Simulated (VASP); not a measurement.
# Al in VASP: a series of runs, part 2 of 2

VASP 6.6.1. The steps go on from the part before.

### 4 Relaxation of cell and atoms, PBE, target pressure 30 GPa, at which the enthalpy is minimised

File INCAR:

```
PREC     = Accurate       # precision mode
ENCUT    = 600            # plane-wave cutoff, eV
EDIFF    = 1E-6           # SCF threshold, eV
ISMEAR   = -1             # smearing method
SIGMA    = 0.05           # smearing width, eV
LREAL    = False          # projectors in reciprocal space
LASPH    = True           # aspherical terms in the spheres
NELM     = 100            # most SCF steps
ALGO     = Normal         # electronic algorithm
ISIF     = 3              # what is computed and relaxed
LWAVE    = False          # write WAVECAR
LCHARG   = False          # write CHGCAR
GGA      = PE             # functional
IBRION   = 2              # ionic algorithm
NSW      = 80             # ionic steps
EDIFFG   = -0.01          # ionic threshold
PSTRESS  = 300.0
```

File KPOINTS:

```
regular mesh
0
Gamma
  11 11 6
```

File POSCAR:

```
Al
1.0
    2.8124553515      0.0000000000      0.0000000000
   -1.4062276757      2.4356577814      0.0000000000
    0.0000000000      0.0000000000      4.8668500000
Al
2
Direct
    0.3333333333      0.6666666667      0.2500000000
    0.6666666667      0.3333333333      0.7500000000
```

Potentials or basis: VASP PAW PBE potentials, release 64 (Al).

Launch:

```bash
$ cat potpaw_PBE.64/Al/POTCAR > POTCAR
$ mpirun -np 1 vasp_std > vasp.out
```

OUTCAR:

```text
PREC = Accurate
   ENCUT = 600
   EDIFF = 1E-6
   ISMEAR = -1
   LREAL = False
   LASPH = True
   NELM = 100
   ISIF = 3
   GGA = PE
   IBRION = 2
   NSW = 80
   EDIFFG = -0.01
   PSTRESS = 300.0

 ion  position               nearest neighbor table
   1  0.333  0.667  0.250-   2 2.93   2 2.93   2 2.93   2 2.93   2 2.93   2 2.93
   2  0.667  0.333  0.750-   1 2.93   1 2.93   1 2.93   1 2.93   1 2.93   1 2.93

  LATTYP: Found a hexagonal cell.
 ALAT       =     2.8124553515
 C/A-ratio  =     1.7304630267

  Lattice vectors:

 A1 = (   2.8124553515,   0.0000000000,   0.0000000000)
 A2 = (  -1.4062276757,   2.4356577814,   0.0000000000)
 A3 = (   0.0000000000,   0.0000000000,   4.8668500000)

Analysis of symmetry for initial positions (statically):
=====================================================================
 Subroutine PRICEL returns:
 Original cell was already a primitive cell.

 Routine SETGRP: Setting up the symmetry group for a
 hexagonal supercell.

 Subroutine GETGRP returns: Found 24 space group operations
 (whereof 12 operations were pure point group operations)
 out of a pool of 24 trial point group operations.

The static configuration has the point symmetry D_3d.
 The point group associated with its full space group is D_6h.

Analysis of symmetry for dynamics (positions and initial velocities):
=====================================================================
 Subroutine PRICEL returns:
 Original cell was already a primitive cell.

 Routine SETGRP: Setting up the symmetry group for a
 hexagonal supercell.

 Subroutine GETGRP returns: Found 24 space group operations
 (whereof 12 operations were pure point group operations)
 out of a pool of 24 trial point group operations.

The dynamic configuration has the point symmetry D_3d.
 The point group associated with its full space group is D_6h.

 Subroutine INISYM returns: Found 24 space group operations
 (whereof 12 operations are pure point group operations),
 and found     1 'primitive' translations

----------------------------------------------------------------------------------------

                                     Primitive cell
[... 101 lines left out ...]
   PSTRESS=  300.0 pullay stress
   NELECT =       6.0000    total number of electrons
   NUPDOWN=      -1.0000    fix difference up-down
   EMIN   =  10.00;   EMAX   =-10.00  energy-range for DOS
[... 5 lines left out ...]
     AMIX     =   0.40;   BMIX     =  1.00
     AMIX_MAG =   1.60;   BMIX_MAG =  1.00
  volume/ion in A,a.u.               =      16.67       112.49
  Fermi-wavevector in a.u.,A,eV,Ry     =   0.924291  1.746656 11.623640  0.854313
  Thomas-Fermi vector in A             =   2.050021
   LORBIT       =      0    0 simple, 1 ext, 2 COOP (PROOUT), +10 PAW based schemes
   GGA     = PE    functional components
   LHFCALC =     F    Hartree Fock is set to
   AEXX    =    0.0000 exact exchange contribution
   IVDW    =     0    specifies the selected vdW correction
   LEPSILON=     F    determine dielectric tensor
   LRPA    =     F    only Hartree local field effects (RPA)
 conjugate gradient relaxation of ions
 non-spin polarized calculation
  energy-cutoff  :      600.00
  volume of cell :       33.34
 maximum number of plane-waves:      1136
 NGX is ok and might be reduce to    24
   NGX = 11   NGY = 11   NGZ = 19

--------------------------------------- Ionic step        1  -------------------------------------------

 number of electron       6.0000000 magnetization

 Free energy of the ion-electron system (eV)
  ---------------------------------------------------
  ext. energy  EPLUGINS =         0.00000000
  ---------------------------------------------------
  free energy    TOTEN  =        -7.43581883 eV

  energy without entropy =       -7.43128479  energy(sigma->0) =       -7.43355181

 E-fermi :   7.9135     XC(G=0): -10.1593

 val. band max:        7.8472195420   @ k =   0.2727   0.1818   0.3333
 cond. band min:       8.0565359163   @ k =   0.3636   0.0909   0.3333
 fundamental gap:      0.2093163743
 Fermi energy:         7.9135390346

 k-point     1 :       0.0000    0.0000    0.0000
  band No.  band energies     occupation
      1      -3.1753      2.00000
      2       2.8255      2.00000
      3       3.0644      2.00000
      4      19.0472      0.00000
      5      19.3266      0.00000
      6      19.3267      0.00000
      7      19.5512      0.00000
[... 339 lines left out ...]
  energy  without entropy=       -6.9482202337  energy(sigma->0) =       -6.95114035

  enthalpy is  TOTEN    =        -1.9816001710 eV   P V=        4.9724602966

[... ionic steps 4 to 9 ...]

--------------------------------------- Ionic step       10  -------------------------------------------

 number of electron       6.0000000 magnetization

------------------------ aborting loop because EDIFF is reached ----------------------------------------
[... 71 lines left out ...]
--------------------------------------- Ionic step       12  -------------------------------------------

 number of electron       6.0000000 magnetization

 Free energy of the ion-electron system (eV)
  ---------------------------------------------------
  ext. energy  EPLUGINS =         0.00000000
  ---------------------------------------------------
  free energy    TOTEN  =        -6.91636177 eV

  energy without entropy =       -6.91000602  energy(sigma->0) =       -6.91318389

 E-fermi :  10.6729     XC(G=0): -11.0617

 val. band max:       10.6609214977   @ k =   0.3636   0.1818   0.0000
 cond. band min:      10.6996775452   @ k =   0.3636   0.0909   0.3333
 fundamental gap:      0.0387560475
 Fermi energy:        10.6728812538

 k-point     1 :       0.0000    0.0000    0.0000
  band No.  band energies     occupation
      1      -2.2004      2.00000
      2       5.0586      2.00000
      3       5.8633      2.00000
      4      22.9666      0.00000
      5      22.9666      0.00000
      6      23.2643      0.00000
      7      23.9277      0.00000
[... 263 lines left out ...]
  energy  without entropy=       -6.9100060166  energy(sigma->0) =       -6.91318389

  enthalpy is  TOTEN    =        -2.0074062013 eV   P V=        4.9089555718

 reached required accuracy - stopping structural energy minimisation
```

It took 28 s on 1 thread of Intel Xeon 6975P-C (Granite Rapids), shared host; peak memory 0.16 GiB.

What came out:

```
Free energy                                            : -6.9164 eV
Relaxed volume                                         : 13.11 Å³/atom
Relaxed cell                                           : a = 2.644 Å, b = 2.644 Å, c = 4.330 Å, α = 90.00°, β = 90.00°, γ = 120.00°
Space group after relaxing (to 0.05 Å)                 : P6_3/mmc (No. 194)
Energy change on relaxing (the enthalpy is what falls) : +259.7 meV/atom
Ionic steps                                            : 12
Pressure after relaxing                                : 30.0 GPa
Band gap on the k mesh                                 : zero (band 3 reaches 15.08 eV, above the bottom of band 4 at 7.29 eV)
```

The path:
```csv
step,energy change (eV),largest force (eV/Å),pressure (GPa),volume (Å³)
1,0.0000,0.0000,0.13,33.34
2,2.6875,0.0000,102.41,20.47
3,0.4818,0.0000,28.10,26.56
4,0.5264,0.0000,29.84,26.31
5,0.5507,0.0000,30.77,26.18
6,0.5378,0.0000,30.80,26.13
7,0.5387,0.0000,30.79,26.12
8,0.5450,0.0000,30.88,26.09
9,0.5399,0.0000,30.80,26.11
10,0.5402,0.0000,30.80,26.11
11,0.4955,0.0000,29.09,26.35
12,0.5195,0.0000,30.01,26.22
```

Final structure:
```
Al
1.0
     2.64417    0.00000    0.00000
    -1.32208    2.28992    0.00000
     0.00000    0.00000    4.32982
Al
2
Direct
  0.33333 0.66667 0.25000
  0.66667 0.33333 0.75000
```

Caveat: the cell is relaxed towards a set pressure, so the enthalpy falls and the energy may rise; the volume moved by over 15 % at a fixed basis, so the end points are rough.

### 5 Single point, PBE (atoms moved at random)

File INCAR:

```
PREC = Accurate
ENCUT = 520
EDIFF = 1E-7
ISMEAR = -1
SIGMA = 0.05
LREAL = F
LASPH = T
NELM = 60
ALGO = Normal
ISIF = 2
LWAVE = F
LCHARG = F
GGA = PE
NBANDS = 10
```

File KPOINTS:

```
Automatic mesh
0
Gamma
  11 11 6
```

File POSCAR:

```
Al
1.0
    2.8124553515      0.0000000000      0.0000000000
   -1.4062276757      2.4356577814      0.0000000000
    0.0000000000      0.0000000000      4.8668500000
Al
2
Direct
    0.3144180000      0.6469690000      0.2454000000
    0.6697910000      0.3391200000      0.7531780000
```

Potentials or basis: VASP PAW PBE potentials, release 64 (Al).

Launch:

```bash
$ cat potpaw_PBE.64/Al/POTCAR > POTCAR
$ mpirun -np 1 vasp_std > vasp.out
```

OUTCAR:

```text
PREC = Accurate
   ENCUT = 520
   EDIFF = 1E-7
   ISMEAR = -1
   LREAL = F
   LASPH = T
   NELM = 60
   ISIF = 2
   GGA = PE

 ion  position               nearest neighbor table
   1  0.314  0.647  0.245-   2 2.86   2 2.89   2 2.93   2 2.93   2 2.95   2 2.99
   2  0.670  0.339  0.753-   1 2.86   1 2.89   1 2.93   1 2.93   1 2.95   1 2.99

  LATTYP: Found a hexagonal cell.
 ALAT       =     2.8124553515
 C/A-ratio  =     1.7304630267

  Lattice vectors:

 A1 = (   2.8124553515,   0.0000000000,   0.0000000000)
 A2 = (  -1.4062276757,   2.4356577814,   0.0000000000)
 A3 = (   0.0000000000,   0.0000000000,   4.8668500000)

Analysis of symmetry for initial positions (statically):
=====================================================================
 Subroutine PRICEL returns:
 Original cell was already a primitive cell.

 Routine SETGRP: Setting up the symmetry group for a
 hexagonal supercell.

 Subroutine GETGRP returns: Found  2 space group operations
 (whereof  1 operations were pure point group operations)
 out of a pool of 24 trial point group operations.

The static configuration has the point symmetry C_1 .
 The point group associated with its full space group is S_2 .

Analysis of symmetry for dynamics (positions and initial velocities):
=====================================================================
 Subroutine PRICEL returns:
 Original cell was already a primitive cell.

 Routine SETGRP: Setting up the symmetry group for a
 hexagonal supercell.

 Subroutine GETGRP returns: Found  2 space group operations
 (whereof  1 operations were pure point group operations)
 out of a pool of 24 trial point group operations.

The dynamic configuration has the point symmetry C_1 .
 The point group associated with its full space group is S_2 .

 Subroutine INISYM returns: Found  2 space group operations
 (whereof  1 operations are pure point group operations),
 and found     1 'primitive' translations

----------------------------------------------------------------------------------------

                                     Primitive cell

  volume of cell :      33.3388

  direct lattice vectors                    reciprocal lattice vectors
     2.812455352  0.000000000  0.000000000     0.355561200  0.205283355  0.000000000
    -1.406227676  2.435657781  0.000000000     0.000000000  0.410566709  0.000000000
     0.000000000  0.000000000  4.866850000     0.000000000  0.000000000  0.205471712

  length of vectors
     2.812455352  2.812455351  4.866850000     0.410566709  0.410566709  0.205471712

  position of ions in fractional coordinates (direct lattice)
     0.314418000  0.646969000  0.245400000
     0.669791000  0.339120000  0.753178000

  ion indices of the primitive-cell ions
   primitive index   ion index
                 1           1
                 2           2

----------------------------------------------------------------------------------------

 KPOINTS: Automatic mesh

Automatic generation of k-mesh.
 Grid dimensions read from file:
 generate k-points for:   11   11    6
[... 22 lines left out ...]
  0.090909 -0.000000  0.000000      2.000000
  0.000000  0.090909  0.000000      2.000000
 -0.090909  0.090909  0.000000      2.000000
  0.181818 -0.000000  0.000000      2.000000
  0.000000  0.181818  0.000000      2.000000
[... 16 lines left out ...]
 -0.181818  0.272727  0.000000      2.000000
  0.090909  0.181818  0.000000      2.000000
 [... further k-points ...]
   k-points           NKPTS =    364   k-points in BZ     NKDIM =    364   number of bands    NBANDS=     10
   number of dos      NEDOS =    301   number of ions     NIONS =      2
   total plane-waves  NPLWV =  20736
   dimension x,y,z NGX =    24 NGY =   24 NGZ =   36
   dimension x,y,z NGXF=    48 NGYF=   48 NGZF=   72
   ions per type =               2
   NGX,Y,Z   is equivalent  to a cutoff of  14.19, 14.19, 12.30 a.u.
   NGXF,Y,Z  is equivalent  to a cutoff of  28.37, 28.37, 24.59 a.u.
 SYSTEM =  unknown system
   PREC   = accura    normal or accurate (medium, high low for compatibility)
   ISTART =      0    job   : 0-new  1-cont  2-samecut
   ICHARG =      2    charge: 1-file 2-atom 10-const
   ISPIN  =      1    spin polarized calculation?
   LNONCOLLINEAR =      F non collinear calculations
   LSORBIT =      F    spin-orbit coupling
   LASPH  =      T    aspherical Exc in radial PAW
   ENCUT  =  520.0 eV  38.22 Ry    6.18 a.u.   5.23  5.23  9.05*2*pi/ulx,y,z
   NELM   =     60;   NELMIN=  2; NELMDL= -5     # of ELM steps
   EDIFF  = 0.1E-06   stopping-criterion for ELM
   LREAL  =      F    real-space projection
   EDIFFG = 0.1E-05   stopping-criterion for IOM
   NSW    =      0    number of steps for IOM
   IBRION =     -1    ionic relax: 0-MD 1-quasi-New 2-CG
   NFREE  =      0    steps in history (QN), initial steepest desc. (CG)
   ISIF   =      2    stress and relaxation
   ISYM   =      2    0-nonsym 1-usesym 2-fastsym
   POTIM  = 0.5000    time-step for ionic-motion
   TEBEG  =    0.0;   TEEND  =   0.0 temperature during run
   PSTRESS=    0.0 pullay stress
   NELECT =       6.0000    total number of electrons
   NUPDOWN=      -1.0000    fix difference up-down
   EMIN   =  10.00;   EMAX   =-10.00  energy-range for DOS
   EFERMI =   0.00;   METHOD = LEGACY
   ISMEAR =    -1;   SIGMA  =   0.05  broadening in eV -4-tet -1-fermi 0-gaus
   EFERMI_NEDOS =   21; number of points for ismear=-14 and -15
   IALGO  =     38    algorithm
   IMIX   =      4    mixing-type and parameters
     AMIX     =   0.40;   BMIX     =  1.00
     AMIX_MAG =   1.60;   BMIX_MAG =  1.00
  volume/ion in A,a.u.               =      16.67       112.49
  Fermi-wavevector in a.u.,A,eV,Ry     =   0.924291  1.746656 11.623640  0.854313
  Thomas-Fermi vector in A             =   2.050021
   LORBIT       =      0    0 simple, 1 ext, 2 COOP (PROOUT), +10 PAW based schemes
   GGA     = PE    functional components
   LHFCALC =     F    Hartree Fock is set to
   AEXX    =    0.0000 exact exchange contribution
   IVDW    =     0    specifies the selected vdW correction
   LEPSILON=     F    determine dielectric tensor
   LRPA    =     F    only Hartree local field effects (RPA)
 non-spin polarized calculation
  energy-cutoff  :      520.00
  volume of cell :       33.34
 maximum number of plane-waves:       916
 NGX is ok and might be reduce to    24
   NGX = 11   NGY = 11   NGZ = 19

 number of electron       6.0000000 magnetization

 Free energy of the ion-electron system (eV)
  ---------------------------------------------------
  ext. energy  EPLUGINS =         0.00000000
  ---------------------------------------------------
  free energy    TOTEN  =        -7.43153183 eV

  energy without entropy =       -7.42671798  energy(sigma->0) =       -7.42912490

 E-fermi :   7.9039     XC(G=0): -10.1587

 val. band max:        7.8569469011   @ k =   0.4545  -0.0000   0.0000
 cond. band min:       7.9793419097   @ k =   0.3636   0.2727   0.5000
 fundamental gap:      0.1223950086
 Fermi energy:         7.9039462457

 k-point     1 :       0.0000    0.0000    0.0000
  band No.  band energies     occupation
      1      -3.1781      2.00000
      2       2.8254      2.00000
      3       3.0664      2.00000
      4      18.9848      0.00000
      5      19.3132      0.00000
      6      19.4009      0.00000
      7      19.5381      0.00000
      8      19.5619      0.00000
      9      20.2633      0.00000
     10      22.5650      0.00000
[... 287 lines left out ...]
 k-point    24 :       0.0909    0.1818    0.0000
  band No.  band energies     occupation
      1      -1.7420      2.00000
      2       4.2188      2.00000
      3       4.4137      2.00000
      4      11.2892      0.00000
      5      13.3251      0.00000
      6      16.7762      0.00000
      7      17.0743      0.00000
      8      18.6236      0.00000
      9      19.4391      0.00000
     10      19.5713      0.00000

 [... further k-points ...]

------------------------ aborting loop because EDIFF is reached ----------------------------------------

  FORCE on cell =-STRESS in cart. coord.  units (eV):
  Direction    XX          YY          ZZ          XY          YZ          ZX
  --------------------------------------------------------------------------------------
  -------------------------------------------------------------------------------------
  Total        0.3687022      0.3503771     -0.5822743      0.0034342      0.0134413      0.0070060
  in kB       17.7188880     16.8382315    -27.9826190      0.1650365      0.6459538      0.3366895
  external PRESSURE =       2.1915002 kB  Pullay stress =       0.0000000 kB

 VOLUME and BASIS-vectors are now :
 -----------------------------------------------------------------------------
  energy-cutoff  :      520.00
  volume of cell :       33.34
      direct lattice vectors                 reciprocal lattice vectors
     2.812455352  0.000000000  0.000000000     0.355561200  0.205283355  0.000000000
    -1.406227676  2.435657781  0.000000000     0.000000000  0.410566709  0.000000000
     0.000000000  0.000000000  4.866850000     0.000000000  0.000000000  0.205471712

 POSITION                                       TOTAL-FORCE (eV/Angst)
 -----------------------------------------------------------------------------------
     -0.02550      1.57580      1.19432         0.023605      0.046244      0.126296
      1.40688      0.82598      3.66560        -0.023605     -0.046244     -0.126296
 -----------------------------------------------------------------------------------
    total drift:                                0.000000      0.000000     -0.000001

  FREE ENERGIE OF THE ION-ELECTRON SYSTEM (eV)
  ---------------------------------------------------
  free  energy   TOTEN  =        -7.4315318302 eV

  energy  without entropy=       -7.4267179754  energy(sigma->0) =       -7.42912490
```

Run time: 73 s. Hardware: 1 thread of AMD EPYC 7R13 (Zen 3), shared host; peak memory 0.19 GiB.

Results:

```
Free energy            : -7.4315 eV
Pressure               : 0.2 GPa
Largest force          : 0.137 eV/Å
Band gap on the k mesh : zero (band 3 reaches 11.33 eV, above the bottom of band 4 at 4.96 eV)
```

Forces in eV/Å, atoms in the order of the input:
```
Al   0.024  0.046  0.126
Al  -0.024 -0.046 -0.126
```

Stress tensor (GPa, compression positive):
```
 1.77  0.02  0.03
 0.02  1.68  0.06
 0.03  0.06 -2.80
```

Caveat: the cell differs from its parent crystal (atoms moved at random).

### 6 Summary

| task | cell | cutoff (eV) | gap on the mesh (eV) | pressure (GPa) |
| --- | --- | --- | --- | --- |
| relaxation of cell and atoms | relaxed to 10 GPa | 600 | none | 10.0 |
| relaxation of cell and atoms | relaxed to 20 GPa | 600 | none | 20.0 |
| relaxation of cell and atoms | relaxed to 30 GPa | 600 | none | 30.0 |
| single point | as given | 520 | none | 0.2 |

Alike in all rows: level PBE; potentials or basis VASP PAW PBE potentials, release 64 (Al); no spin polarisation; k mesh 11 × 11 × 6; smearing fermi-dirac 0.05 eV.

Caveats: the cell is relaxed towards a set pressure, so the enthalpy falls and the energy may rise (some runs); the volume moved by over 15 % at a fixed basis, so the end points are rough (some runs).

Total energies depend on the potentials used, so only differences within one code and one set of settings carry meaning.
